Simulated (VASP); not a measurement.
A run of VASP 6.6.1 is set up as follows.

Contents of INCAR:

```
SYSTEM = KF
ALGO = Normal ; EDIFF = 1E-6
ENCUT = 520 ; GGA = PS
ISIF = 2 ; ISMEAR = 0
LASPH = .TRUE. ; LCHARG = .FALSE.
LREAL = .FALSE. ; LWAVE = .FALSE.
NBANDS = 15 ; NELM = 80
PREC = Accurate ; SIGMA = 0.01
```

File KPOINTS:

```
k-points
0
G
  8 8 8
  0 0 0
```

File POSCAR:

```
KF
1.0
    0.0000000000      2.6541862235      2.6674571546
    2.6541862235      0.0000000000      2.6674571546
    2.6541862235      2.6541862235      0.0000000000
K F
1 1
Direct
    0.0000000000      0.0000000000      0.0000000000
    0.5000000000      0.5000000000      0.5000000000
```

Potentials or basis: VASP PAW PBE potentials, release 64 (K_sv, F).

The run is started by

```bash
$ cat potpaw_PBE.64/K_sv/POTCAR potpaw_PBE.64/F/POTCAR > POTCAR
$ mpirun -np 1 vasp_std > vasp.out
```

(1) What does it give for the band gap on the k mesh?

(2) Predict the pressure.

Results:

(1) 6.10 eV.

(2) -0.1 GPa.

Caveat: the cell differs from its parent crystal (z stretched by +0.5 %, x and y held); the PAW data sets were made with another functional, which shifts forces and pressure a little.
